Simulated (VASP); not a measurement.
# Ti3Pt5 (I4/mmm) in VASP: relaxation of cell and atoms with r2SCAN

Aim: the relaxation of cell and atoms of Ti3Pt5 with r2SCAN.

All numbers are computed with VASP 6.6.1; they aren't measurements. Logs are shortened: lines on timing, memory, paths and dates and some standing lists are left out, and cuts for length are marked.

## Step 1: The cell of the first run

The structure is tetragonal, space group I4/mmm (No. 139). The conventional cell has a = 5.655 Å, b = 5.655 Å, c = 7.997 Å, α = 90.00°, β = 90.00°, γ = 90.00°. Pt (site symmetry 2/m) has 6 Pt at 2.83 Å and 6 Ti at 2.83 Å within 3.7 Å. Within 3.7 Å of Pt (site symmetry 4/mmm) lie 8 Pt at 2.83 Å and 4 Ti at 2.83 Å. Within 3.7 Å of Ti (site symmetry 4/mmm) lie 8 Pt at 2.83 Å and 4 Ti at 2.83 Å. Ti (site symmetry mmm) has 10 Pt at 2.83 Å and 2 Ti at 2.83 Å within 3.7 Å.

## Step 2: Relaxation of cell and atoms, r2SCAN

Input file POSCAR:

```
Ti3Pt5
1.0
    0.0000000000      3.9987500000      3.9987500000
    3.9987500000      0.0000000000      3.9987500000
    3.9987500000      3.9987500000      0.0000000000
Pt Ti
5 3
Direct
    0.0000000000      0.0000000000      0.0000000000
    0.0000000000      0.5000000000      0.0000000000
    0.5000000000      0.0000000000      0.5000000000
    0.5000000000      0.5000000000      0.0000000000
    0.5000000000      0.5000000000      0.5000000000
    0.0000000000      0.0000000000      0.5000000000
    0.0000000000      0.5000000000      0.5000000000
    0.5000000000      0.0000000000      0.0000000000
```

Input file INCAR.step1:

```
SYSTEM = Ti3Pt5
PREC = Accurate ; ENCUT = 550
ISMEAR = -1 ; SIGMA = 0.05
LREAL = .FALSE. ; LASPH = .TRUE.
NELM = 120 ; GGA = PE
ALGO = Normal ; EDIFF = 1E-5
LWAVE = .TRUE. ; LCHARG = .FALSE.
GGA_COMPAT = .FALSE. ; IBRION = 2
ISIF = 3 ; EDIFFG = -0.005
NELMIN = 4 ; NSW = 100
```

Input file INCAR.step2:

```
SYSTEM = Ti3Pt5
PREC = Accurate ; ENCUT = 550
EDIFF = 1E-7 ; ISMEAR = -1
SIGMA = 0.05 ; LREAL = .FALSE.
LASPH = .TRUE. ; NELM = 120
ALGO = Normal ; ISIF = 3
LWAVE = .FALSE. ; LCHARG = .FALSE.
METAGGA = R2SCAN ; LMIXTAU = .TRUE.
IBRION = 2 ; NSW = 80
EDIFFG = -0.03 ; ISTART = 1
GGA_COMPAT = .FALSE. ; NELMIN = 4
```

Input file KPOINTS:

```
Automatic mesh
0
G
  5 5 5
  0 0 0
```

Potentials or basis: VASP PAW PBE potentials, release 64 (Pt, Ti_sv).

On the command line:

```console
$ cat potpaw_PBE.64/Pt/POTCAR potpaw_PBE.64/Ti_sv/POTCAR > POTCAR
$ cp INCAR.step1 INCAR
$ mpirun -np 1 vasp_std > vasp.out
$ cp INCAR.step2 INCAR
$ mpirun -np 1 vasp_std > vasp.out
```

OUTCAR:

```text
SYSTEM = Ti3Pt5
   PREC = Accurate
   ENCUT = 550
   EDIFF = 1E-7
   ISMEAR = -1
   LREAL = .FALSE.
   LASPH = .TRUE.
   NELM = 120
   ISIF = 3
   METAGGA = R2SCAN
   IBRION = 2
   NSW = 80
   EDIFFG = -0.03
   ISTART = 1
   NELMIN = 4

 ion  position               nearest neighbor table
   1  0.000  0.000  0.000-   2 2.83   6 2.83   8 2.83   3 2.83   6 2.83   7 2.83   2 2.83   4 2.83
                             7 2.83   3 2.83   4 2.83   8 2.83
   2  0.000  0.500  0.000-   1 2.83   4 2.83   7 2.83   5 2.83   6 2.83   7 2.83   1 2.83   6 2.83
                             8 2.83   4 2.83   5 2.83   8 2.83
   3  0.500  0.000  0.500-   5 2.83   6 2.83   8 2.83   1 2.83   4 2.83   8 2.83   4 2.83   5 2.83
                             7 2.83   1 2.83   6 2.83   7 2.83
   4  0.500  0.500  0.000-   2 2.83   5 2.83   8 2.83   3 2.83   5 2.83   7 2.83   1 2.83   3 2.83
                             8 2.83   1 2.83   2 2.83   7 2.83
   5  0.500  0.500  0.500-   3 2.83   4 2.83   7 2.83   2 2.83   4 2.83   8 2.83   3 2.83   6 2.83
                             8 2.83   2 2.83   6 2.83   7 2.83
   6  0.000  0.000  0.500-   1 2.83   3 2.83   7 2.83   1 2.83   2 2.83   8 2.83   2 2.83   5 2.83
                             7 2.83   3 2.83   5 2.83   8 2.83
   7  0.000  0.500  0.500-   2 2.83   5 2.83   6 2.83   1 2.83   2 2.83   4 2.83   1 2.83   3 2.83
                             6 2.83   3 2.83   4 2.83   5 2.83
   8  0.500  0.000  0.000-   1 2.83   3 2.83   4 2.83   3 2.83   5 2.83   6 2.83   2 2.83   4 2.83
                             5 2.83   1 2.83   2 2.83   6 2.83

  LATTYP: Found a face centered cubic cell.
 ALAT       =     7.9975000000

  Lattice vectors:

 A1 = (   0.0000000000,   3.9987500000,   3.9987500000)
 A2 = (   3.9987500000,   0.0000000000,   3.9987500000)
 A3 = (   3.9987500000,   3.9987500000,   0.0000000000)

Analysis of symmetry for initial positions (statically):
=====================================================================
 Subroutine PRICEL returns:
 Original cell was already a primitive cell.

 Routine SETGRP: Setting up the symmetry group for a
 face centered cubic supercell.

 Subroutine GETGRP returns: Found 16 space group operations
 (whereof  4 operations were pure point group operations)
 out of a pool of 48 trial point group operations.

The static configuration has the point symmetry C_2h.
 The point group associated with its full space group is D_4h.

Analysis of symmetry for dynamics (positions and initial velocities):
=====================================================================
 Subroutine PRICEL returns:
 Original cell was already a primitive cell.

 Routine SETGRP: Setting up the symmetry group for a
 face centered cubic supercell.

 Subroutine GETGRP returns: Found 16 space group operations
 (whereof  4 operations were pure point group operations)
 out of a pool of 48 trial point group operations.

The dynamic configuration has the point symmetry C_2h.
 The point group associated with its full space group is D_4h.

 Subroutine INISYM returns: Found 16 space group operations
 (whereof  4 operations are pure point group operations),
 and found     1 'primitive' translations

----------------------------------------------------------------------------------------

                                     Primitive cell

  volume of cell :     127.8800

  direct lattice vectors                    reciprocal lattice vectors
     0.000000000  3.998750000  3.998750000    -0.125039075  0.125039075  0.125039075
     3.998750000  0.000000000  3.998750000     0.125039075 -0.125039075  0.125039075
     3.998750000  3.998750000  0.000000000     0.125039075  0.125039075 -0.125039075

  length of vectors
     5.655086483  5.655086483  5.655086483     0.216574030  0.216574030  0.216574030

  position of ions in fractional coordinates (direct lattice)
     0.000000000  0.000000000  0.000000000
     0.000000000  0.500000000  0.000000000
     0.500000000  0.000000000  0.500000000
     0.500000000  0.500000000  0.000000000
     0.500000000  0.500000000  0.500000000
     0.000000000  0.000000000  0.500000000
     0.000000000  0.500000000  0.500000000
     0.500000000  0.000000000  0.000000000

  ion indices of the primitive-cell ions
   primitive index   ion index
                 1           1
                 2           2
                 3           3
                 4           4
                 5           5
                 6           6
                 7           7
                 8           8

----------------------------------------------------------------------------------------

 KPOINTS: Automatic mesh

Automatic generation of k-mesh.
 Grid dimensions read from file:
 generate k-points for:    5    5    5

 Generating k-lattice:

  Cartesian coordinates                     Fractional coordinates (reciprocal lattice)
    -0.025007815  0.025007815  0.025007815     0.200000000  0.000000000  0.000000000
     0.025007815 -0.025007815  0.025007815     0.000000000  0.200000000  0.000000000
     0.025007815  0.025007815 -0.025007815     0.000000000  0.000000000  0.200000000

  Length of vectors
     0.043314806  0.043314806  0.043314806

  Shift w.r.t. Gamma in fractional coordinates (k-lattice)
     0.000000000  0.000000000  0.000000000

 Subroutine IBZKPT returns following result:
 ===========================================

 Found     18 irreducible k-points:

 Following reciprocal coordinates:
            Coordinates               Weight
  0.000000  0.000000  0.000000      1.000000
  0.200000  0.000000  0.000000      8.000000
  0.400000  0.000000  0.000000      8.000000
  0.200000  0.200000  0.000000      4.000000
  0.200000  0.000000  0.200000      2.000000
  0.400000  0.200000  0.000000     16.000000
[... 10 lines left out ...]
  0.200000 -0.400000  0.400000      8.000000
  0.400000  0.200000 -0.400000      8.000000
   k-points           NKPTS =     18   k-points in BZ     NKDIM =     18   number of bands    NBANDS=     51
   number of dos      NEDOS =    301   number of ions     NIONS =      8
   total plane-waves  NPLWV = 110592
   dimension x,y,z NGX =    48 NGY =   48 NGZ =   48
   dimension x,y,z NGXF=    96 NGYF=   96 NGZF=   96
   ions per type =               5   3
   NGX,Y,Z   is equivalent  to a cutoff of  14.11, 14.11, 14.11 a.u.
   NGXF,Y,Z  is equivalent  to a cutoff of  28.22, 28.22, 28.22 a.u.
 SYSTEM =  Ti3Pt5
   PREC   = accura    normal or accurate (medium, high low for compatibility)
   ISTART =      1    job   : 0-new  1-cont  2-samecut
   ICHARG =      0    charge: 1-file 2-atom 10-const
   ISPIN  =      1    spin polarized calculation?
   LNONCOLLINEAR =      F non collinear calculations
   LSORBIT =      F    spin-orbit coupling
   LASPH  =      T    aspherical Exc in radial PAW
   ENCUT  =  550.0 eV  40.42 Ry    6.36 a.u.  10.81 10.81 10.81*2*pi/ulx,y,z
   NELM   =    120;   NELMIN=  4; NELMDL=  0     # of ELM steps
   EDIFF  = 0.1E-06   stopping-criterion for ELM
   LREAL  =      F    real-space projection
   EDIFFG = -.3E-01   stopping-criterion for IOM
   NSW    =     80    number of steps for IOM
   IBRION =      2    ionic relax: 0-MD 1-quasi-New 2-CG
   NFREE  =      1    steps in history (QN), initial steepest desc. (CG)
   ISIF   =      3    stress and relaxation
   ISYM   =      2    0-nonsym 1-usesym 2-fastsym
   POTIM  = 0.5000    time-step for ionic-motion
   TEBEG  =    0.0;   TEEND  =   0.0 temperature during run
   PSTRESS=    0.0 pullay stress
   NELECT =      86.0000    total number of electrons
   NUPDOWN=      -1.0000    fix difference up-down
   EMIN   =  10.00;   EMAX   =-10.00  energy-range for DOS
   EFERMI =   0.00;   METHOD = LEGACY
   ISMEAR =    -1;   SIGMA  =   0.05  broadening in eV -4-tet -1-fermi 0-gaus
   EFERMI_NEDOS =   21; number of points for ismear=-14 and -15
   IALGO  =     38    algorithm
   IMIX   =      4    mixing-type and parameters
     AMIX     =   0.40;   BMIX     =  1.00
     AMIX_MAG =   1.60;   BMIX_MAG =  1.00
  volume/ion in A,a.u.               =      15.99       107.87
  Fermi-wavevector in a.u.,A,eV,Ry     =   1.434300  2.710434 27.990138  2.057217
  Thomas-Fermi vector in A             =   2.553724
   LORBIT       =      0    0 simple, 1 ext, 2 COOP (PROOUT), +10 PAW based schemes
   METAGGA = R2SCAN    functional components
   LHFCALC =     F    Hartree Fock is set to
   AEXX    =    0.0000 exact exchange contribution
   IVDW    =     0    specifies the selected vdW correction
   LEPSILON=     F    determine dielectric tensor
   LRPA    =     F    only Hartree local field effects (RPA)
 conjugate gradient relaxation of ions
 non-spin polarized calculation
  energy-cutoff  :      550.00
  volume of cell :      127.88
 maximum number of plane-waves:      3759
 NGX is ok and might be reduce to    48
   NGX = 21   NGY = 21   NGZ = 21

--------------------------------------- Ionic step        1  -------------------------------------------

 number of electron      85.9999998 magnetization

 Free energy of the ion-electron system (eV)
  ---------------------------------------------------
  ext. energy  EPLUGINS =         0.00000000
  ---------------------------------------------------
  free energy    TOTEN  =      -303.40029050 eV

  energy without entropy =     -303.34473179  energy(sigma->0) =     -303.37251115

------------------------ aborting loop because EDIFF is reached ----------------------------------------

  FORCE on cell =-STRESS in cart. coord.  units (eV):
  Direction    XX          YY          ZZ          XY          YZ          ZX
  --------------------------------------------------------------------------------------
  -------------------------------------------------------------------------------------
  Total       -7.8006833    -10.0080311     -7.8006833      0.0000000      0.0000000     -0.0000000
  in kB      -97.7328295   -125.3881445    -97.7328295      0.0000000      0.0000000     -0.0000000
  external PRESSURE =    -106.9512678 kB  Pullay stress =       0.0000000 kB

 VOLUME and BASIS-vectors are now :
 -----------------------------------------------------------------------------
  energy-cutoff  :      550.00
  volume of cell :      127.88
      direct lattice vectors                 reciprocal lattice vectors
     0.000000000  3.998750000  3.998750000    -0.125039075  0.125039075  0.125039075
     3.998750000  0.000000000  3.998750000     0.125039075 -0.125039075  0.125039075
     3.998750000  3.998750000  0.000000000     0.125039075  0.125039075 -0.125039075
[... 211 lines left out ...]
 POSITION                                       TOTAL-FORCE (eV/Angst)
 -----------------------------------------------------------------------------------
      3.94445      3.90016      0.00000         0.000000      0.000000     -0.000000
      1.97222      3.90016      5.91667         0.000000     -0.000000      0.000000
      5.91667      3.90016      5.91667         0.000000     -0.000000      0.000000
      1.97222      1.95008      3.94445        -0.000000      0.000000     -0.000000
      3.94445      3.90016      3.94445        -0.000000     -0.000000     -0.000000
      5.91667      1.95008      3.94445        -0.000000     -0.000000     -0.000000
      3.94445      1.95008      1.97222         0.000000     -0.000000      0.000000
      7.88889      5.85025      5.91667         0.000000     -0.000000     -0.000000
 -----------------------------------------------------------------------------------
    total drift:                                0.000000      0.000000      0.000000

  FREE ENERGIE OF THE ION-ELECTRON SYSTEM (eV)
  ---------------------------------------------------
  free  energy   TOTEN  =      -303.6356020322 eV

  energy  without entropy=     -303.5858674607  energy(sigma->0) =     -303.61073475

--------------------------------------- Ionic step        7  -------------------------------------------

 number of electron      86.0000002 magnetization

 Free energy of the ion-electron system (eV)
  ---------------------------------------------------
  ext. energy  EPLUGINS =         0.00000000
  ---------------------------------------------------
  free energy    TOTEN  =      -303.63648652 eV

  energy without entropy =     -303.58711810  energy(sigma->0) =     -303.61180231

 E-fermi :  10.9879     XC(G=0): -14.0857

 val. band max:       10.9822416805   @ k =   0.4000   0.0000  -0.4000
 cond. band min:      11.0032731611   @ k =   0.4000   0.2000   0.0000
 fundamental gap:      0.0210314806
 Fermi energy:        10.9879167833

 k-point     1 :       0.0000    0.0000    0.0000
  band No.  band energies     occupation
      1     -48.8516      2.00000
      2     -48.8450      2.00000
      3     -48.3570      2.00000
      4     -24.1546      2.00000
      5     -24.1546      2.00000
      6     -24.1147      2.00000
[... 983 lines left out ...]
 POSITION                                       TOTAL-FORCE (eV/Angst)
 -----------------------------------------------------------------------------------
      0.00000      0.00000      0.00000         0.000000      0.000000     -0.000000
      1.97566      0.00000      1.97566         0.000000     -0.000000     -0.000000
      1.97566      3.88780      1.97566         0.000000     -0.000000     -0.000000
      1.97566      1.94390      3.95131         0.000000      0.000000     -0.000000
      3.95131      3.88780      3.95131         0.000000      0.000000     -0.000000
      1.97566      1.94390      0.00000         0.000000      0.000000     -0.000000
      3.95131      1.94390      1.97566        -0.000000     -0.000000      0.000000
      0.00000      1.94390      1.97566        -0.000000      0.000000      0.000000
 -----------------------------------------------------------------------------------
    total drift:                                0.000000      0.000000      0.000000

  FREE ENERGIE OF THE ION-ELECTRON SYSTEM (eV)
  ---------------------------------------------------
  free  energy   TOTEN  =      -303.6364865169 eV

  energy  without entropy=     -303.5871181032  energy(sigma->0) =     -303.61180231

 reached required accuracy - stopping structural energy minimisation
```

Run time: 45 min. Hardware: 1 thread of Intel Xeon 6975P-C (Granite Rapids), shared host; peak memory 0.45 GiB.

What came out:

| Property | Result |
| --- | --- |
| Free energy | -303.6365 eV |
| Relaxed volume | 15.17 Å³/atom |
| Relaxed cell | a = 5.543 Å, b = 5.588 Å, c = 5.543 Å, α = 59.73°, β = 60.53°, γ = 59.73° |
| Space group after relaxing (to 0.1 Å) | I4/mmm (No. 139) |
| Energy gained by relaxing | 29.5 meV/atom |
| Ionic steps | 7 |
| Pressure after relaxing | 0.2 GPa |
| Band gap on the k mesh | zero (bands 43 and 44 overlap by 0.92 eV) |

The path:
```tsv
step	energy change (eV)	largest force (eV/Å)	pressure (GPa)	volume (Å³)
1	0.0000	0.0000	-10.70	127.88
2	0.8975	0.0000	32.58	109.12
3	-0.2311	0.0000	-0.34	121.63
4	-0.2314	0.0000	0.03	121.44
5	-0.2313	0.0000	0.27	121.31
6	-0.2353	0.0000	0.24	121.36
7	-0.2362	0.0000	0.21	121.40
```

Final structure:
```
CELL_PARAMETERS angstrom
0.00000 3.88780 3.95131
3.95131 0.00000 3.95131
3.95131 3.88780 0.00000
ATOMIC_POSITIONS crystal
Pt 0.00000 0.00000 0.00000
Pt 0.00000 0.50000 0.00000
Pt 0.50000 0.00000 0.50000
Pt 0.50000 0.50000 0.00000
Pt 0.50000 0.50000 0.50000
Ti 0.00000 0.00000 0.50000
Ti 0.00000 0.50000 0.50000
Ti 0.50000 0.00000 0.00000
```

Caveat: the PAW data sets were made with another functional, which shifts forces and pressure a little; spin-orbit coupling is left out, which moves the levels of the heavy elements.

The gap in the log of VASP goes by the Fermi energy; the results here count the filled bands.